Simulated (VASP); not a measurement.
# HWCl6 (I-42m) in VASP: a series of runs

The runs below take HWCl6 through single point, relaxation of cell and atoms, with PBE.

Program: VASP 6.6.1. These are calculated values, not measurements. Logs are shortened: lines on timing, memory, paths and dates and some standing lists are left out, and cuts for length are marked.

## Step 1: The cell of the first run

It takes space group I-42m (No. 121, tetragonal). Conventional cell: a = 8.132 Å, b = 8.132 Å, c = 6.003 Å, α = 90.00°, β = 90.00°, γ = 90.00°. H (site symmetry -42m) has 4 Cl at 2.06 Å within 2.7 Å. Within 3.1 Å of W (site symmetry -42m) lie 4 Cl at 2.20 Å and 2 H at 3.00 Å. Within 2.7 Å of Cl (site symmetry m) lie 1 H at 2.06 Å and 1 W at 2.20 Å. Cl (site symmetry 222) has 10 Cl at 3.00 to 3.56 Å and 2 H at 4.07 Å and 2 W at 4.07 Å within 4.1 Å.

The cell was generated, and may not be a known phase.

## Step 2: Single point, PBE

File INCAR:

```
SYSTEM = HWCl6
PREC = Accurate ; ENCUT = 520
EDIFF = 1E-6 ; ISMEAR = 0
SIGMA = 0.15 ; LREAL = .False.
LASPH = .True. ; NELM = 80
ALGO = Normal ; ISIF = 2
LWAVE = .False. ; LCHARG = .False.
GGA = PE ; NBANDS = 38
```

File KPOINTS:

```
regular mesh
0
Gamma
  3 3 3
  0 0 0
```

File POSCAR:

```
HWCl6
1.0
   -4.0660034823      4.0660034823      3.0016091623
    4.0660034823     -4.0660034823      3.0016091623
    4.0660034823      4.0660034823     -3.0016091623
H W Cl
1 1 6
Direct
    0.5000000000      0.5000000000      0.0000000000
    0.0000000000      0.0000000000      0.0000000000
    0.8645468881      0.8645468881      0.2619284606
    0.6026184275      0.6026184275      0.7380715394
    0.1354531119      0.3973815725      0.0000000000
    0.3973815725      0.1354531119      0.0000000000
    0.5000000000      0.0000000000      0.5000000000
    0.0000000000      0.5000000000      0.5000000000
```

Potentials or basis: VASP PAW PBE potentials, release 64 (H, W_sv, Cl).

Command:

```sh
$ cat potpaw_PBE.64/H/POTCAR potpaw_PBE.64/W_sv/POTCAR potpaw_PBE.64/Cl/POTCAR > POTCAR
$ mpirun -np 1 vasp_std > vasp.out
```

OUTCAR:

```text
SYSTEM = HWCl6
   PREC = Accurate
   ENCUT = 520
   EDIFF = 1E-6
   ISMEAR = 0
   LREAL = .False.
   LASPH = .True.
   NELM = 80
   ISIF = 2
   GGA = PE

 ion  position               nearest neighbor table
   1  0.500  0.500  0.000-
   2  0.000  0.000  0.000-   3 2.20   4 2.20   5 2.20   6 2.20
   3  0.865  0.865  0.262-   2 2.20
   4  0.603  0.603  0.738-   2 2.20
   5  0.135  0.397  0.000-   2 2.20
   6  0.397  0.135  0.000-   2 2.20
   7  0.500  0.000  0.500-
   8  0.000  0.500  0.500-

  LATTYP: Found a body centered tetragonal cell.
 ALAT       =     8.1320069646
 C/A-ratio  =     0.7382210014

  Lattice vectors:

 A1 = (  -4.0660034823,   4.0660034823,   3.0016091623)
 A2 = (   4.0660034823,  -4.0660034823,   3.0016091623)
 A3 = (   4.0660034823,   4.0660034823,  -3.0016091623)

Analysis of symmetry for initial positions (statically):
=====================================================================
 Subroutine PRICEL returns:
 Original cell was already a primitive cell.

 Routine SETGRP: Setting up the symmetry group for a
 body centered tetragonal supercell.

 Subroutine GETGRP returns: Found  8 space group operations
 (whereof  8 operations were pure point group operations)
 out of a pool of 16 trial point group operations.

The static configuration has the point symmetry D_2d.

Analysis of symmetry for dynamics (positions and initial velocities):
=====================================================================
 Subroutine PRICEL returns:
 Original cell was already a primitive cell.

 Routine SETGRP: Setting up the symmetry group for a
 body centered tetragonal supercell.

 Subroutine GETGRP returns: Found  8 space group operations
 (whereof  8 operations were pure point group operations)
 out of a pool of 16 trial point group operations.

The dynamic configuration has the point symmetry D_2d.

 Subroutine INISYM returns: Found  8 space group operations
 (whereof  8 operations are pure point group operations),
 and found     1 'primitive' translations

----------------------------------------------------------------------------------------

                                     Primitive cell

  volume of cell :     198.4950

  direct lattice vectors                    reciprocal lattice vectors
    -4.066003482  4.066003482  3.001609162     0.000000000  0.122970874  0.166577317
     4.066003482 -4.066003482  3.001609162     0.122970874  0.000000000  0.166577317
     4.066003482  4.066003482 -3.001609162     0.122970874  0.122970874  0.000000000

  length of vectors
     6.486480263  6.486480263  6.486480263     0.207050328  0.207050328  0.173907077

  position of ions in fractional coordinates (direct lattice)
     0.500000000  0.500000000  0.000000000
     0.000000000  0.000000000  0.000000000
     0.864546888  0.864546888  0.261928461
     0.602618427  0.602618427  0.738071539
     0.135453112  0.397381573  0.000000000
     0.397381573  0.135453112  0.000000000
     0.500000000  0.000000000  0.500000000
     0.000000000  0.500000000  0.500000000

  ion indices of the primitive-cell ions
   primitive index   ion index
                 1           1
                 2           2
                 3           3
                 4           4
                 5           5
                 6           6
                 7           7
                 8           8

----------------------------------------------------------------------------------------

 KPOINTS: regular mesh

Automatic generation of k-mesh.
 Grid dimensions read from file:
 generate k-points for:    3    3    3

 Generating k-lattice:

  Cartesian coordinates                     Fractional coordinates (reciprocal lattice)
     0.000000000  0.040990291  0.055525772     0.333333333  0.000000000 -0.000000000
     0.040990291  0.000000000  0.055525772     0.000000000  0.333333333 -0.000000000
     0.040990291  0.040990291  0.000000000     0.000000000  0.000000000  0.333333333

  Length of vectors
     0.069016776  0.069016776  0.057969026

  Shift w.r.t. Gamma in fractional coordinates (k-lattice)
     0.000000000  0.000000000  0.000000000

 Subroutine IBZKPT returns following result:
 ===========================================

 Found      6 irreducible k-points:

 Following reciprocal coordinates:
            Coordinates               Weight
  0.000000  0.000000  0.000000      1.000000
  0.333333 -0.000000  0.000000      8.000000
  0.333333  0.333333  0.000000      8.000000
 -0.333333  0.333333  0.000000      4.000000
 -0.333333  0.333333  0.333333      4.000000
 -0.333333 -0.333333  0.333333      2.000000
   k-points           NKPTS =      6   k-points in BZ     NKDIM =      6   number of bands    NBANDS=     38
   number of dos      NEDOS =    301   number of ions     NIONS =      8
   total plane-waves  NPLWV = 110592
   dimension x,y,z NGX =    48 NGY =   48 NGZ =   48
   dimension x,y,z NGXF=    96 NGYF=   96 NGZF=   96
   ions per type =               1   1   6
   NGX,Y,Z   is equivalent  to a cutoff of  12.30, 12.30, 12.30 a.u.
   NGXF,Y,Z  is equivalent  to a cutoff of  24.60, 24.60, 24.60 a.u.
 SYSTEM =  HWCl6
   PREC   = accura    normal or accurate (medium, high low for compatibility)
   ISTART =      0    job   : 0-new  1-cont  2-samecut
   ICHARG =      2    charge: 1-file 2-atom 10-const
   ISPIN  =      1    spin polarized calculation?
   LNONCOLLINEAR =      F non collinear calculations
   LSORBIT =      F    spin-orbit coupling
   LASPH  =      T    aspherical Exc in radial PAW
   ENCUT  =  520.0 eV  38.22 Ry    6.18 a.u.  12.06 12.06 12.06*2*pi/ulx,y,z
   NELM   =     80;   NELMIN=  2; NELMDL= -5     # of ELM steps
   EDIFF  = 0.1E-05   stopping-criterion for ELM
   LREAL  =      F    real-space projection
   EDIFFG = 0.1E-04   stopping-criterion for IOM
   NSW    =      0    number of steps for IOM
   IBRION =     -1    ionic relax: 0-MD 1-quasi-New 2-CG
   NFREE  =      0    steps in history (QN), initial steepest desc. (CG)
   ISIF   =      2    stress and relaxation
   ISYM   =      2    0-nonsym 1-usesym 2-fastsym
   POTIM  = 0.5000    time-step for ionic-motion
   TEBEG  =    0.0;   TEEND  =   0.0 temperature during run
   PSTRESS=    0.0 pullay stress
   NELECT =      57.0000    total number of electrons
   NUPDOWN=      -1.0000    fix difference up-down
   EMIN   =  10.00;   EMAX   =-10.00  energy-range for DOS
   EFERMI =   0.00;   METHOD = LEGACY
   ISMEAR =     0;   SIGMA  =   0.15  broadening in eV -4-tet -1-fermi 0-gaus
   EFERMI_NEDOS =   21; number of points for ismear=-14 and -15
   IALGO  =     38    algorithm
   IMIX   =      4    mixing-type and parameters
     AMIX     =   0.40;   BMIX     =  1.00
     AMIX_MAG =   1.60;   BMIX_MAG =  1.00
  volume/ion in A,a.u.               =      24.81       167.44
  Fermi-wavevector in a.u.,A,eV,Ry     =   1.080065  2.041027 15.871747  1.166540
  Thomas-Fermi vector in A             =   2.216046
   LORBIT       =      0    0 simple, 1 ext, 2 COOP (PROOUT), +10 PAW based schemes
   GGA     = PE    functional components
   LHFCALC =     F    Hartree Fock is set to
   AEXX    =    0.0000 exact exchange contribution
   IVDW    =     0    specifies the selected vdW correction
   LEPSILON=     F    determine dielectric tensor
   LRPA    =     F    only Hartree local field effects (RPA)
 non-spin polarized calculation
 Gauss-broadening in eV      SIGMA  =   0.15
  energy-cutoff  :      520.00
  volume of cell :      198.50
 maximum number of plane-waves:      5369
   NGX = 25   NGY = 25   NGZ = 25

 number of electron      57.0000010 magnetization

 Free energy of the ion-electron system (eV)
  ---------------------------------------------------
  ext. energy  EPLUGINS =         0.00000000
  ---------------------------------------------------
  free energy    TOTEN  =       -27.87219523 eV

  energy without entropy =      -27.81814570  energy(sigma->0) =      -27.84517046

 E-fermi :   1.3031     XC(G=0):  -8.2515

 val. band max:        1.2211227425   @ k =   0.3333  -0.0000   0.0000
 cond. band min:       1.6211241646   @ k =   0.0000   0.0000   0.0000
 fundamental gap:      0.4000014221
 Fermi energy:         1.3030921300

 k-point     1 :       0.0000    0.0000    0.0000
  band No.  band energies     occupation
      1     -74.0399      2.00000
      2     -38.3510      2.00000
      3     -38.3510      2.00000
      4     -38.2174      2.00000
      5     -15.5341      2.00000
      6     -14.6905      2.00000
[... 30 lines left out ...]
     37       8.7078      0.00000
     38       8.7881      0.00000

 k-point     2 :       0.3333   -0.0000    0.0000
  band No.  band energies     occupation
      1     -74.0399      2.00000
      2     -38.3510      2.00000
      3     -38.3510      2.00000
      4     -38.2175      2.00000
      5     -15.3343      2.00000
      6     -14.8737      2.00000
[... 30 lines left out ...]
     37       8.7614      0.00000
     38       9.1525      0.00000

 k-point     3 :       0.3333    0.3333    0.0000
  band No.  band energies     occupation
      1     -74.0399      2.00000
      2     -38.3510      2.00000
      3     -38.3510      2.00000
      4     -38.2175      2.00000
      5     -15.3096      2.00000
      6     -14.8775      2.00000
[... 30 lines left out ...]
     37       8.4383      0.00000
     38       8.9874      0.00000

 k-point     4 :      -0.3333    0.3333    0.0000
  band No.  band energies     occupation
      1     -74.0399      2.00000
      2     -38.3510      2.00000
      3     -38.3510      2.00000
      4     -38.2175      2.00000
      5     -15.5003      2.00000
      6     -14.6887      2.00000
[... 30 lines left out ...]
     37       8.7395      0.00000
     38       9.2879      0.00000

 k-point     5 :      -0.3333    0.3333    0.3333
  band No.  band energies     occupation
      1     -74.0399      2.00000
      2     -38.3510      2.00000
      3     -38.3510      2.00000
      4     -38.2175      2.00000
      5     -15.4711      2.00000
      6     -14.6858      2.00000
[... 30 lines left out ...]
     37       8.5679      0.00000
     38       9.5432      0.00000

 k-point     6 :      -0.3333   -0.3333    0.3333
  band No.  band energies     occupation
      1     -74.0399      2.00000
      2     -38.3510      2.00000
      3     -38.3510      2.00000
      4     -38.2175      2.00000
      5     -15.2894      2.00000
      6     -14.8841      2.00000
[... 30 lines left out ...]
     37       8.7197      0.00000
     38       8.7197      0.00000

------------------------ aborting loop because EDIFF is reached ----------------------------------------

  FORCE on cell =-STRESS in cart. coord.  units (eV):
  Direction    XX          YY          ZZ          XY          YZ          ZX
  --------------------------------------------------------------------------------------
  -------------------------------------------------------------------------------------
  Total        0.8053566      0.8053566      0.0853488      0.0000000      0.0000000      0.0000000
  in kB        6.5005364      6.5005364      0.6889031      0.0000000      0.0000000      0.0000000
  external PRESSURE =       4.5633253 kB  Pullay stress =       0.0000000 kB

 VOLUME and BASIS-vectors are now :
 -----------------------------------------------------------------------------
  energy-cutoff  :      520.00
  volume of cell :      198.50
      direct lattice vectors                 reciprocal lattice vectors
    -4.066003482  4.066003482  3.001609162     0.000000000  0.122970874  0.166577317
     4.066003482 -4.066003482  3.001609162     0.122970874  0.000000000  0.166577317
     4.066003482  4.066003482 -3.001609162     0.122970874  0.122970874  0.000000000

 POSITION                                       TOTAL-FORCE (eV/Angst)
 -----------------------------------------------------------------------------------
      0.00000      0.00000      3.00161         0.000000     -0.000000      0.000000
      0.00000      0.00000      0.00000        -0.000000     -0.000000      0.000000
      1.06500      1.06500      4.40386        -0.031541     -0.031541     -0.011579
      3.00100      3.00100      1.40225         0.031541      0.031541     -0.011579
      1.06500     -1.06500      1.59936        -0.031541      0.031541      0.011579
     -1.06500      1.06500      1.59936         0.031541     -0.031541      0.011579
      0.00000      4.06600      0.00000         0.000000      0.000000      0.000000
      4.06600      0.00000      0.00000         0.000000      0.000000      0.000000
 -----------------------------------------------------------------------------------
    total drift:                               -0.000000     -0.000000      0.000000

  FREE ENERGIE OF THE ION-ELECTRON SYSTEM (eV)
  ---------------------------------------------------
  free  energy   TOTEN  =       -27.8721952297 eV

  energy  without entropy=      -27.8181456997  energy(sigma->0) =      -27.84517046
```

Run time: 42 s. Hardware: 1 thread of Intel Xeon Platinum 8375C at 2.90GHz (Ice Lake), shared host; peak memory 0.33 GiB.

Results:

```
Free energy            : -27.8722 eV
Pressure               : 0.5 GPa
Largest force          : 0.046 eV/Å
Band gap on the k mesh : zero (an odd number of electrons rules out a gap without spin polarisation)
```

Forces in eV/Å, atoms in the order of the input:
```
H    0.000  0.000  0.000
W    0.000  0.000  0.000
Cl  -0.032 -0.032 -0.012
Cl   0.032  0.032 -0.012
Cl  -0.032  0.032  0.012
Cl   0.032 -0.032  0.012
Cl   0.000  0.000  0.000
Cl   0.000  0.000  0.000
```

Levels at points of the mesh, in eV from the Fermi level:
```tsv
k point	band 26	band 27	band 28	band 29	band 30	band 31
(0.00, 0.00, 0.00)	-0.74	-0.54	-0.54	0.32	0.87	1.13
```

Caveat: the k points lie up to 0.43 Å⁻¹ apart, too coarse for converged energies and pressures of a metal; spin-orbit coupling is left out, which moves the levels of the heavy elements; an odd number of electrons without spin polarisation forces a metal; a magnetic or distorted state may lie lower.

(Part 1 of 2 ends here.)

The gap in the log of VASP goes by the Fermi energy; the results here count the filled bands.